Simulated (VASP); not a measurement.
# Al (Fm-3m) in VASP: notebook, part 2 of 2

VASP 6.6.1. Earlier steps stand in the parts before.

## Step 3: Density of states, LDA (volume scaled by 0.5)

File POSCAR:

```
Al
1.0
    0.0000000000      1.5807257789      1.5807257789
    1.5807257789      0.0000000000      1.5807257789
    1.5807257789      1.5807257789      0.0000000000
Al
1
Direct
    0.0000000000      0.0000000000      0.0000000000
```

File INCAR.step1:

```
PREC = Accurate
ENCUT = 520
EDIFF = 1E-7
ISMEAR = -1
SIGMA = 0.08
LREAL = F
LASPH = T
NELM = 80
ALGO = Normal
ISIF = 2
LWAVE = F
LCHARG = T
GGA = CA
NBANDS = 8
```

File KPOINTS.step1:

```
regular mesh
0
Gamma
  16 16 16
```

File INCAR.step2:

```
PREC = Accurate
ENCUT = 520
EDIFF = 1E-7
ISMEAR = -5
SIGMA = 0.08
LREAL = F
LASPH = T
NELM = 80
ALGO = Normal
ISIF = 2
LWAVE = F
LCHARG = F
GGA = CA
LORBIT = 11
NBANDS = 8
NEDOS = 2001
ICHARG = 11
```

File KPOINTS.step2:

```
regular mesh
0
Gamma
  24 24 24
```

Potentials or basis: VASP PAW LDA potentials, release 64 (Al).

Launch:

```
$ cat potpaw_LDA.64/Al/POTCAR > POTCAR
$ cp INCAR.step1 INCAR
$ cp KPOINTS.step1 KPOINTS
$ mpirun -np 1 vasp_std > vasp.out
$ cp INCAR.step2 INCAR
$ cp KPOINTS.step2 KPOINTS
$ mpirun -np 1 vasp_std > vasp.out
```

OUTCAR:

```text
PREC = Accurate
   ENCUT = 520
   EDIFF = 1E-7
   ISMEAR = -5
   LREAL = F
   LASPH = T
   NELM = 80
   ISIF = 2
   GGA = CA
   LORBIT = 11
   ICHARG = 11

 ion  position               nearest neighbor table
   1  0.000  0.000  0.000-

  LATTYP: Found a face centered cubic cell.
 ALAT       =     3.1614515578

  Lattice vectors:

 A1 = (   0.0000000000,   1.5807257789,   1.5807257789)
[... 449 lines left out ...]

------------------------ aborting loop because EDIFF is reached ----------------------------------------

  FORCE on cell =-STRESS in cart. coord.  units (eV):
  Direction    XX          YY          ZZ          XY          YZ          ZX
  --------------------------------------------------------------------------------------
  -------------------------------------------------------------------------------------
  Total       12.5016573     12.5016573     12.5016573     -0.0000000     -0.0000000      0.0000000
  in kB     2535.5873060   2535.5873060   2535.5873060     -0.0000000     -0.0000000      0.0000000
  external PRESSURE =    2535.5873060 kB  Pullay stress =       0.0000000 kB

 VOLUME and BASIS-vectors are now :
 -----------------------------------------------------------------------------
  energy-cutoff  :      520.00
  volume of cell :        7.90
      direct lattice vectors                 reciprocal lattice vectors
     0.000000000  1.580725779  1.580725779    -0.316310398  0.316310398  0.316310398
     1.580725779  0.000000000  1.580725779     0.316310398 -0.316310398  0.316310398
     1.580725779  1.580725779  0.000000000     0.316310398  0.316310398 -0.316310398

 POSITION                                       TOTAL-FORCE (eV/Angst)
 -----------------------------------------------------------------------------------
      0.00000      0.00000      0.00000         0.000000      0.000000      0.000000
 -----------------------------------------------------------------------------------
    total drift:                                0.000000     -0.000000     -0.000000

  FREE ENERGIE OF THE ION-ELECTRON SYSTEM (eV)
  ---------------------------------------------------
  free  energy   TOTEN  =        -0.7157941288 eV

  energy  without entropy=       -0.7157941288  energy(sigma->0) =       -0.71579413

 total charge

# of ion       s       p       d       tot
------------------------------------------
    1        0.537   0.777   0.000   1.314
```

Run time: 16 s. Hardware: 1 thread of Intel Xeon 6975P-C (Granite Rapids), shared host; peak memory 0.12 GiB.

What came out:

* Valence electrons inside the program's atomic spheres: Al 1.31

Caveat: the cell differs from its parent crystal (volume scaled by 0.5); tetrahedron occupations give inexact forces and stress in metals.

## Step 4: Density of states, LDA

This run uses another cell than the first one, of 15.80 Å³/atom, 2.326 times its volume.

File POSCAR:

```
Al
1.0
    0.0000000000      1.9915896829      1.9915896829
    1.9915896829      0.0000000000      1.9915896829
    1.9915896829      1.9915896829      0.0000000000
Al
1
Direct
    0.0000000000      0.0000000000      0.0000000000
```

File INCAR.step1:

```
ALGO = Normal
EDIFF = 1E-6
ENCUT = 520
ISIF = 2
ISMEAR = -1
LASPH = True
LCHARG = True
LREAL = False
LWAVE = False
NBANDS = 8
NELM = 100
PREC = Accurate
SIGMA = 0.08
```

File KPOINTS.step1:

```
k-points
0
Gamma
  16 16 16
```

File INCAR.step2:

```
ALGO = Normal
EDIFF = 1E-6
ENCUT = 520
ICHARG = 11
ISIF = 2
ISMEAR = -5
LASPH = True
LCHARG = False
LORBIT = 11
LREAL = False
LWAVE = False
NBANDS = 8
NEDOS = 2001
NELM = 100
PREC = Accurate
SIGMA = 0.08
```

File KPOINTS.step2:

```
k-points
0
Gamma
  24 24 24
```

Potentials or basis: VASP PAW LDA potentials, release 64 (Al).

Launch:

```
$ cat potpaw_LDA.64/Al/POTCAR > POTCAR
$ cp INCAR.step1 INCAR
$ cp KPOINTS.step1 KPOINTS
$ mpirun -np 1 vasp_std > vasp.out
$ cp INCAR.step2 INCAR
$ cp KPOINTS.step2 KPOINTS
$ mpirun -np 1 vasp_std > vasp.out
```

OUTCAR:

```text
EDIFF = 1E-6
   ENCUT = 520
   ICHARG = 11
   ISIF = 2
   ISMEAR = -5
   LASPH = True
   LORBIT = 11
   LREAL = False
   NELM = 100
   PREC = Accurate

 ion  position               nearest neighbor table
   1  0.000  0.000  0.000-

  LATTYP: Found a face centered cubic cell.
 ALAT       =     3.9831793658

  Lattice vectors:

 A1 = (   0.0000000000,   1.9915896829,   1.9915896829)
 A2 = (   1.9915896829,   0.0000000000,   1.9915896829)
 A3 = (   1.9915896829,   1.9915896829,   0.0000000000)

Analysis of symmetry for initial positions (statically):
[... 442 lines left out ...]
      8      24.8321      0.00000

 [... further k-points ...]
[... 5 lines left out ...]
  --------------------------------------------------------------------------------------
  -------------------------------------------------------------------------------------
  Total       -0.0166122     -0.0166122     -0.0166122     -0.0000000     -0.0000000     -0.0000000
  in kB       -1.6846487     -1.6846487     -1.6846487     -0.0000000     -0.0000000     -0.0000000
  external PRESSURE =      -1.6846487 kB  Pullay stress =       0.0000000 kB

 VOLUME and BASIS-vectors are now :
 -----------------------------------------------------------------------------
  energy-cutoff  :      520.00
  volume of cell :       15.80
      direct lattice vectors                 reciprocal lattice vectors
     0.000000000  1.991589683  1.991589683    -0.251055729  0.251055729  0.251055729
     1.991589683  0.000000000  1.991589683     0.251055729 -0.251055729  0.251055729
     1.991589683  1.991589683  0.000000000     0.251055729  0.251055729 -0.251055729

 POSITION                                       TOTAL-FORCE (eV/Angst)
 -----------------------------------------------------------------------------------
      0.00000      0.00000      0.00000         0.000000      0.000000      0.000000
 -----------------------------------------------------------------------------------
    total drift:                               -0.000000      0.000000     -0.000000

  FREE ENERGIE OF THE ION-ELECTRON SYSTEM (eV)
  ---------------------------------------------------
  free  energy   TOTEN  =        -4.1907815714 eV

  energy  without entropy=       -4.1907815714  energy(sigma->0) =       -4.19078157

 total charge

# of ion       s       p       d       tot
------------------------------------------
    1        0.437   0.363   0.000   0.800
```

OUTCAR.step1:

```text
EDIFF = 1E-6
   ENCUT = 520
   ISIF = 2
   ISMEAR = -1
   LASPH = True
[... 479 lines left out ...]

 POSITION                                       TOTAL-FORCE (eV/Angst)
 -----------------------------------------------------------------------------------
      0.00000      0.00000      0.00000        -0.000000     -0.000000     -0.000000
 -----------------------------------------------------------------------------------
    total drift:                               -0.000000     -0.000000     -0.000000

  FREE ENERGIE OF THE ION-ELECTRON SYSTEM (eV)
  ---------------------------------------------------
  free  energy   TOTEN  =        -4.2003171728 eV

  energy  without entropy=       -4.1936489421  energy(sigma->0) =       -4.19698306
```

OSZICAR.step1:

```text
N       E                     dE             d eps       ncg     rms          rms(c)
DAV:   1    -0.270054862170E+01   -0.27005E+01   -0.91876E+02  2320   0.212E+02
DAV:   2    -0.422374470975E+01   -0.15232E+01   -0.14874E+01  3344   0.199E+01
DAV:   3    -0.423013273632E+01   -0.63880E-02   -0.63793E-02  2872   0.140E+00
DAV:   4    -0.423014449636E+01   -0.11760E-04   -0.11759E-04  3744   0.565E-02
DAV:   5    -0.423014451644E+01   -0.20085E-07   -0.19927E-07  2960   0.111E-03    0.144E+00
DAV:   6    -0.421206297417E+01    0.18082E-01   -0.23739E-03  3088   0.193E-01    0.808E-01
DAV:   7    -0.420034184333E+01    0.11721E-01   -0.59686E-03  2960   0.301E-01    0.168E-01
DAV:   8    -0.420031738610E+01    0.24457E-04   -0.18918E-05  3512   0.279E-02    0.148E-02
DAV:   9    -0.420031717280E+01    0.21330E-06   -0.13070E-07  3064   0.177E-03
   1 F= -.42003172E+01 E0= -.41969831E+01  d E =-.666823E-02
```

Wall time 20 s (1 thread of Intel Xeon 6975P-C (Granite Rapids), shared host); peak memory 0.15 GiB.

What came out:

- Valence electrons inside the program's atomic spheres: Al 0.80

Caveat: tetrahedron occupations give inexact forces and stress in metals.
